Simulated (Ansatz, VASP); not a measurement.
Two plane-wave programs on Be2SbP3

```
Be Sb P
1.0
     4.02811    0.00000    0.00000
    -2.01405    3.48844    0.00000
     0.00000    0.00000    8.26507
Be Sb P
2 1 3
Direct
  0.33333 0.66667 0.67121
  0.33333 0.66667 0.30584
  0.00000 0.00000 0.68613
  0.66667 0.33333 0.30391
  0.66667 0.33333 0.03750
  0.00000 0.00000 0.99540
```

Change from the starting cell: species swapped into the Ce2Ga3Cu type (P3m1, No. 156).

Alike in both runs: functional PBE; k mesh 6 × 6 × 4; occupations gaussian, width 0.1 eV; no spin polarisation.

Ansatz relaxed the structure, and its values are those at the end. VASP's run is a single point on that final structure, the one shown.

|  | VASP | Ansatz |
| --- | --- | --- |
| version | VASP 6.6.1 | Ansatz 0.2.0 |
| potentials or method | VASP PAW PBE potentials, release 64 (Be, Sb, P), cutoff 520 eV | scalar-relativistic, plane waves, PAW |
| valence electrons in the cell | 24 | 34 |

|  | VASP | Ansatz | Ansatz less VASP |
| --- | --- | --- | --- |
| gap on the k mesh at the Fermi level (eV) | none | none | - |
| pressure (GPa) | 0.1 | 0.0 | -0.07 |
| rms of the force components (eV/Å) | 0.013 | 0.008 | -0.0055 |

A gap of «none» marks a metal or a gap that the smearing closes. The functional is the same, so the differences come from potentials, cutoffs and numerics. VASP's potentials hold 24 valence electrons a cell and Ansatz's 34, so a difference there can come from the potentials and not from the codes.

Spin-orbit coupling is off throughout.
